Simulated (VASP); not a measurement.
# CaGe3N (Pm-3m) in VASP: single point with PBE

Aim: the single point of CaGe3N with PBE.

All numbers are computed with VASP 6.6.1; they aren't measurements. Logs are shortened: lines on timing, memory, paths and dates and some standing lists are left out, and cuts for length are marked.

## (1) The cell of the first run

The structure is cubic, space group Pm-3m (No. 221). The conventional cell has a = 4.366 Å, b = 4.366 Å, c = 4.366 Å, α = 90.00°, β = 90.00°, γ = 90.00°. Ca (site symmetry m-3m) has 6 Ge at 2.18 Å within 2.9 Å. Within 2.9 Å of Ge (site symmetry 4/mmm) lie 2 Ca at 2.18 Å. N (site symmetry m-3m) has 12 Ge at 3.09 Å and 8 Ca at 3.78 Å within 4.1 Å.

## (2) Single point, PBE

INCAR

```
  ALGO = Normal
  EDIFF = 1E-6
  ENCUT = 520
  GGA = PE
  ISIF = 2
  ISMEAR = 0
  LASPH = T
  LCHARG = F
  LREAL = F
  LWAVE = F
  NBANDS = 36
  NELM = 100
  PREC = Accurate
  SIGMA = 0.1
```

KPOINTS

```
k-points
0
Gamma
  4 4 4
```

POSCAR

```
CaGe3N
1.0
    4.3664050100      0.0000000000      0.0000000000
    0.0000000000      4.3664050100      0.0000000000
    0.0000000000      0.0000000000      4.3664050100
Ca Ge N
1 3 1
Direct
    0.5000000000      0.5000000000      0.5000000000
    0.0000000000      0.5000000000      0.5000000000
    0.5000000000      0.0000000000      0.5000000000
    0.5000000000      0.5000000000      0.0000000000
    0.0000000000      0.0000000000      0.0000000000
```

Potentials or basis: VASP PAW PBE potentials, release 64 (Ca_sv, Ge_d, N).

Launch:

```
> cat potpaw_PBE.64/Ca_sv/POTCAR potpaw_PBE.64/Ge_d/POTCAR potpaw_PBE.64/N/POTCAR > POTCAR
> mpirun -np 1 vasp_std > vasp.out
```

OUTCAR:

```text
EDIFF = 1E-6
   ENCUT = 520
   GGA = PE
   ISIF = 2
   ISMEAR = 0
   LASPH = T
   LREAL = F
   NELM = 100
   PREC = Accurate

 ion  position               nearest neighbor table
   1  0.500  0.500  0.500-   2 2.18   3 2.18   4 2.18   4 2.18   3 2.18   2 2.18
   2  0.000  0.500  0.500-   1 2.18   1 2.18
   3  0.500  0.000  0.500-   1 2.18   1 2.18
   4  0.500  0.500  0.000-   1 2.18   1 2.18
   5  0.000  0.000  0.000-

  LATTYP: Found a simple cubic cell.
 ALAT       =     4.3664050100

  Lattice vectors:

 A1 = (   4.3664050100,   0.0000000000,   0.0000000000)
 A2 = (   0.0000000000,   4.3664050100,   0.0000000000)
 A3 = (   0.0000000000,   0.0000000000,   4.3664050100)

Analysis of symmetry for initial positions (statically):
=====================================================================
 Subroutine PRICEL returns:
 Original cell was already a primitive cell.

 Routine SETGRP: Setting up the symmetry group for a
 simple cubic supercell.

 Subroutine GETGRP returns: Found 48 space group operations
 (whereof 48 operations were pure point group operations)
 out of a pool of 48 trial point group operations.

The static configuration has the point symmetry O_h .

Analysis of symmetry for dynamics (positions and initial velocities):
=====================================================================
 Subroutine PRICEL returns:
 Original cell was already a primitive cell.

 Routine SETGRP: Setting up the symmetry group for a
 simple cubic supercell.

 Subroutine GETGRP returns: Found 48 space group operations
 (whereof 48 operations were pure point group operations)
 out of a pool of 48 trial point group operations.

The dynamic configuration has the point symmetry O_h .

 Subroutine INISYM returns: Found 48 space group operations
 (whereof 48 operations are pure point group operations),
 and found     1 'primitive' translations

----------------------------------------------------------------------------------------

                                     Primitive cell

  volume of cell :      83.2477

  direct lattice vectors                    reciprocal lattice vectors
     4.366405010  0.000000000  0.000000000     0.229021357  0.000000000  0.000000000
     0.000000000  4.366405010  0.000000000     0.000000000  0.229021357  0.000000000
[... 75 lines left out ...]
   NELM   =    100;   NELMIN=  2; NELMDL= -5     # of ELM steps
   EDIFF  = 0.1E-05   stopping-criterion for ELM
   LREAL  =      F    real-space projection
   EDIFFG = 0.1E-04   stopping-criterion for IOM
   NSW    =      0    number of steps for IOM
   IBRION =     -1    ionic relax: 0-MD 1-quasi-New 2-CG
   NFREE  =      0    steps in history (QN), initial steepest desc. (CG)
   ISIF   =      2    stress and relaxation
   ISYM   =      2    0-nonsym 1-usesym 2-fastsym
   POTIM  = 0.5000    time-step for ionic-motion
   TEBEG  =    0.0;   TEEND  =   0.0 temperature during run
   PSTRESS=    0.0 pullay stress
   NELECT =      57.0000    total number of electrons
   NUPDOWN=      -1.0000    fix difference up-down
   EMIN   =  10.00;   EMAX   =-10.00  energy-range for DOS
   EFERMI =   0.00;   METHOD = LEGACY
   ISMEAR =     0;   SIGMA  =   0.10  broadening in eV -4-tet -1-fermi 0-gaus
   EFERMI_NEDOS =   21; number of points for ismear=-14 and -15
   IALGO  =     38    algorithm
   IMIX   =      4    mixing-type and parameters
     AMIX     =   0.40;   BMIX     =  1.00
     AMIX_MAG =   1.60;   BMIX_MAG =  1.00
  volume/ion in A,a.u.               =      16.65       112.36
  Fermi-wavevector in a.u.,A,eV,Ry     =   1.442921  2.726725 28.327600  2.082020
  Thomas-Fermi vector in A             =   2.561386
   LORBIT       =      0    0 simple, 1 ext, 2 COOP (PROOUT), +10 PAW based schemes
   GGA     = PE    functional components
   LHFCALC =     F    Hartree Fock is set to
   AEXX    =    0.0000 exact exchange contribution
   IVDW    =     0    specifies the selected vdW correction
   LEPSILON=     F    determine dielectric tensor
   LRPA    =     F    only Hartree local field effects (RPA)
 non-spin polarized calculation
 Gauss-broadening in eV      SIGMA  =   0.10
  energy-cutoff  :      520.00
  volume of cell :       83.25
 maximum number of plane-waves:      2272
   NGX = 17   NGY = 17   NGZ = 17

 number of electron      56.9999990 magnetization

 Free energy of the ion-electron system (eV)
  ---------------------------------------------------
  ext. energy  EPLUGINS =         0.00000000
  ---------------------------------------------------
  free energy    TOTEN  =        -6.95199747 eV

  energy without entropy =       -6.92500629  energy(sigma->0) =       -6.93850188

 E-fermi :   5.4668     XC(G=0): -11.0153

 val. band max:        5.4236084928   @ k =   0.2500   0.2500   0.2500
 cond. band min:       5.5493429811   @ k =   0.2500   0.2500   0.0000
 fundamental gap:      0.1257344883
 Fermi energy:         5.4668474697

 k-point     1 :       0.0000    0.0000    0.0000
  band No.  band energies     occupation
      1     -33.9395      2.00000
      2     -19.5916      2.00000
      3     -19.5916      2.00000
      4     -19.5464      2.00000
      5     -19.5464      2.00000
      6     -19.5464      2.00000
[... 379 lines left out ...]
     35      11.8843      0.00000
     36      12.4066      0.00000

------------------------ aborting loop because EDIFF is reached ----------------------------------------

  FORCE on cell =-STRESS in cart. coord.  units (eV):
  Direction    XX          YY          ZZ          XY          YZ          ZX
  --------------------------------------------------------------------------------------
  -------------------------------------------------------------------------------------
  Total       20.7231878     20.7231878     20.7231878      0.0000000      0.0000000      0.0000000
  in kB      398.8366835    398.8366835    398.8366835      0.0000000      0.0000000      0.0000000
  external PRESSURE =     398.8366835 kB  Pullay stress =       0.0000000 kB

 VOLUME and BASIS-vectors are now :
 -----------------------------------------------------------------------------
  energy-cutoff  :      520.00
  volume of cell :       83.25
      direct lattice vectors                 reciprocal lattice vectors
     4.366405010  0.000000000  0.000000000     0.229021357  0.000000000  0.000000000
     0.000000000  4.366405010  0.000000000     0.000000000  0.229021357  0.000000000
     0.000000000  0.000000000  4.366405010     0.000000000  0.000000000  0.229021357

 POSITION                                       TOTAL-FORCE (eV/Angst)
 -----------------------------------------------------------------------------------
      2.18320      2.18320      2.18320         0.000000      0.000000      0.000000
      0.00000      2.18320      2.18320         0.000000      0.000000      0.000000
      2.18320      0.00000      2.18320         0.000000      0.000000      0.000000
      2.18320      2.18320      0.00000         0.000000      0.000000      0.000000
      0.00000      0.00000      0.00000         0.000000      0.000000      0.000000
 -----------------------------------------------------------------------------------
    total drift:                                0.000000     -0.000000     -0.000000

  FREE ENERGIE OF THE ION-ELECTRON SYSTEM (eV)
  ---------------------------------------------------
  free  energy   TOTEN  =        -6.9519974686 eV

  energy  without entropy=       -6.9250062926  energy(sigma->0) =       -6.93850188
```

It took 22 s on 1 thread of Intel Xeon Platinum 8488C (Sapphire Rapids), shared host; peak memory 0.18 GiB.

What came out:

| Item | Value |
| --- | --- |
| Free energy | -6.9520 eV |
| Pressure | 39.9 GPa |
